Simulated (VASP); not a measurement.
Set up this calculation in VASP 6.6.1, as the native input.

```
Task                   : single point
Functional             : PBE
Potentials or basis    : VASP PAW PBE potentials, release 64 (B, Te)
Cutoff                 : 520 eV
k mesh                 : 18 × 18 × 18
Occupations            : gaussian, width 0.1 eV
Spin                   : no spin polarisation
Dipole correction      : no
Further INCAR settings : ALGO = Normal; EDIFF = 1e-06; NBANDS = 12
```

The structure of BTe lies in POSCAR:

```
BTe
1.0
    0.0000000000      2.5468277737      2.5468277737
    2.5468277737      0.0000000000      2.5468277737
    2.5468277737      2.5468277737      0.0000000000
B Te
1 1
Direct
    0.0000000000      0.0000000000      0.0000000000
    0.5000000000      0.5000000000      0.5000000000
```

The input as run:

INCAR

```
SYSTEM = BTe
PREC = Accurate
ENCUT = 520
EDIFF = 1E-6
ISMEAR = 0
SIGMA = 0.1
LREAL = .FALSE.
LASPH = .TRUE.
NELM = 100
ALGO = Normal
ISIF = 2
LWAVE = .FALSE.
LCHARG = .FALSE.
GGA = PE
NBANDS = 12
```

KPOINTS

```
Automatic mesh
0
G
  18 18 18
  0 0 0
```

Potentials or basis: VASP PAW PBE potentials, release 64 (B, Te).

The run is started by

```console
$ cat potpaw_PBE.64/B/POTCAR potpaw_PBE.64/Te/POTCAR > POTCAR
$ mpirun -np 1 vasp_std > vasp.out
```

It gave:

- Pressure: -0.1 GPa

Wall time 49 s on 1 thread of Intel(R) Xeon(R) Platinum 8488C (Sapphire Rapids), with other jobs on the host, peak memory 0.21 GiB.
